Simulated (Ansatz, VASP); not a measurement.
**Ca: VASP beside Ansatz**

File INCAR:

```
  ALGO = Normal
  EDIFF = 1E-6
  ENCUT = 520
  GGA = PE
  ISIF = 2
  ISMEAR = 1
  LASPH = True
  LCHARG = False
  LREAL = False
  LWAVE = False
  NBANDS = 11
  NELM = 100
  PREC = Accurate
  SIGMA = 0.005
```

KPOINTS

```
k-points
0
Gamma
  12 12 11
```

Contents of POSCAR:

```
Ca
1.0
    3.5659582977      0.0000000000      0.0000000000
   -1.7829791488      3.0882104746      0.0000000000
    0.0000000000      0.0000000000      3.2784955747
Ca
1
Direct
    0.0000000000      0.0000000000      0.0000000000
```

Input for Ansatz:

```yaml
crystal:
  lattice:
    - [3.5659582977, 0.0, 0.0]
    - [-1.7829791488, 3.0882104746, 0.0]
    - [0.0, 0.0, 3.2784955747]
  atoms:
    - { symbol: Ca, position: [0.0, 0.0, 0.0] }
kpoints:
  mp_grid: { grid: [12, 12, 11] }
scf:
  occupations: { method: cold, width: 0.005 }
hamiltonian:
  xc: pbe
  pseudopotentials: { kind: all_electron, datasets: crystal }
output:
  forces: true
  stress: true
  eigenvalues: true
```

Alike in both runs: task single point; functional PBE; k mesh 12 × 12 × 11; no spin polarisation.

```csv
,VASP,Ansatz
version,VASP 6.6.1,Ansatz 0.2.0
potentials or method,"VASP PAW PBE potentials, release 64 (Ca_sv), cutoff 520 eV","all-electron PAW with datasets made for the crystal, scalar-relativistic"
occupations,"methfessel-paxton of order 1, width 0.005 eV","cold, width 0.005 eV"
```

|  | VASP | Ansatz | Ansatz less VASP |
| --- | --- | --- | --- |
| gap on the k mesh at the Fermi level (eV) | none | none | - |
| pressure (GPa) | 2.9 | 2.9 | -0.01 |

A gap of «none» marks a metal or a gap that the smearing closes. Ansatz ran all-electron here, and VASP with PAW potentials.
